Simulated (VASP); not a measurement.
Set up this calculation in VASP 6.6.1, as the native input.

```
Task                   : single point
Functional             : LDA
Potentials or basis    : VASP PAW LDA potentials, release 64 (La, Tl_d)
Cutoff                 : 520 eV
k mesh                 : 8 × 8 × 8
Occupations            : fermi-dirac, width 0.08 eV
Spin                   : no spin polarisation
Dipole correction      : no
Further INCAR settings : ALGO = Normal; EDIFF = 1e-06; NBANDS = 31
```

The structure of La3Tl lies in POSCAR:

```
La3Tl
1.0
    4.9588000000      0.0000000000      0.0000000000
    0.0000000000      4.9588000000      0.0000000000
    0.0000000000      0.0000000000      5.0600000000
La Tl
3 1
Direct
    0.0000000000      0.5000000000      0.5000000000
    0.5000000000      0.0000000000      0.5000000000
    0.5000000000      0.5000000000      0.0000000000
    0.0000000000      0.0000000000      0.0000000000
```

This cell differs from its parent crystal: equal xx and yy strain of -2 %.

One way to write it, as run:

INCAR

```
PREC = Accurate
ENCUT = 520
EDIFF = 1E-6
ISMEAR = -1
SIGMA = 0.08
LREAL = False
LASPH = True
NELM = 80
ALGO = Normal
ISIF = 2
LWAVE = False
LCHARG = True
LELF = True
LVHAR = True
NBANDS = 31
```

KPOINTS

```
regular mesh
0
Gamma
  8 8 8
```

Potentials or basis: VASP PAW LDA potentials, release 64 (La, Tl_d).

Launch:

```bash
$ cat potpaw_LDA.64/La/POTCAR potpaw_LDA.64/Tl_d/POTCAR > POTCAR
$ mpirun -np 1 vasp_std > vasp.out
```

It gave:

* Pressure: -2.2 GPa
* Band gap on the k mesh: zero (band 23 reaches 8.86 eV, above the bottom of band 24 at 7.74 eV)

Caveat: the cell differs from its parent crystal (equal xx and yy strain of -2 %); spin-orbit coupling is left out, which moves the levels of the heavy elements.

Run time: 5.1 min on 1 thread of Oxide Virtual Turin-like Processor (shared host), peak memory 0.37 GiB.
